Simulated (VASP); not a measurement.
Write the native input for VASP 6.6.1 that does the following.

```yaml
Task: single point
Functional: RPBE
Potentials_or_basis: VASP PAW PBE potentials, release 64 (Nb_sv)
Cutoff: 520 eV
k_mesh: 13 × 13 × 13
Occupations: fermi-dirac, width 0.1 eV
Spin: no spin polarisation
Dipole_correction: no
Further_INCAR_settings: ALGO = Normal; EDIFF = 1e-06; NBANDS = 12
```

The structure of Nb lies in POSCAR:

```
Nb
1.0
    2.6624926599      0.0000000000      0.0000000000
    0.0000000000      2.6624926599      0.0000000000
    0.0000000000      0.0000000000      2.6624926599
Nb
1
Direct
    0.0000000000      0.0000000000      0.0000000000
```

This cell differs from its parent crystal: volume scaled by 0.92.

The input as run:

INCAR

```
SYSTEM = Nb
PREC = Accurate
ENCUT = 520
EDIFF = 1E-6
ISMEAR = -1
SIGMA = 0.1
LREAL = .False.
LASPH = .True.
NELM = 100
ALGO = Normal
ISIF = 2
LWAVE = .False.
LCHARG = .False.
GGA = RP
NBANDS = 12
```

KPOINTS

```
regular mesh
0
Gamma
  13 13 13
  0 0 0
```

Potentials or basis: VASP PAW PBE potentials, release 64 (Nb_sv).

Command:

```sh
$ cat potpaw_PBE.64/Nb_sv/POTCAR > POTCAR
$ mpirun -np 1 vasp_std > vasp.out
```

Results of the run:

```json
{
  "Pressure": "11.6 GPa"
}
```

Caveat: the PAW data sets were made with another functional, which shifts forces and pressure a little.

It took 19 s on 1 thread of Intel Xeon 8259CL, on a shared host, peak memory 0.13 GiB.
